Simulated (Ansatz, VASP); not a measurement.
## GaN: VASP beside Ansatz

```
Ga N
1.0
     3.18282    0.00000    0.00000
    -1.59141    2.75640    0.00000
     0.00000    0.00000    5.18567
Ga N
2 2
Direct
  0.33333 0.66667 0.97243
  0.66667 0.33333 0.47243
  0.33333 0.66667 0.40457
  0.66667 0.33333 0.90457
```

Change from the starting cell: polar distortion scaled by 0.55.

Alike in both runs: task single point; functional PBEsol; k mesh 12 × 12 × 6; no spin polarisation.

```csv
,VASP,Ansatz
version,VASP 6.6.1,Ansatz 0.2.0
potentials or method,"VASP PAW PBE potentials, release 64 (Ga_d, N), cutoff 520 eV","scalar-relativistic, plane waves, PAW"
occupations,"gaussian, width 0.01 eV",fixed
valence electrons in the cell,36,36
```

Ansatz gave:

| Item | Value |
| --- | --- |
| gap on the k mesh at the Fermi level (eV) | 1.73 |
| least direct gap on the mesh (eV) | 1.73 |
| pressure (GPa) | 5.1 |
| traceless stress, the component that is largest in VASP (GPa) | -10.55 |
| rms of the force components (eV/Å) | 0.775 |

Q: Estimate VASP's values.

A: gap on the k mesh at the Fermi level (eV): 1.74; least direct gap on the mesh (eV): 1.74; pressure (GPa): 4.7; traceless stress, the component that is largest in VASP (GPa): -10.16; rms of the force components (eV/Å): 0.763.

VASP's potentials were made for PBE, not for PBEsol, and Ansatz warns of the same on its side. Atom by atom the forces differ by 0.012 eV/Å (rms over components).
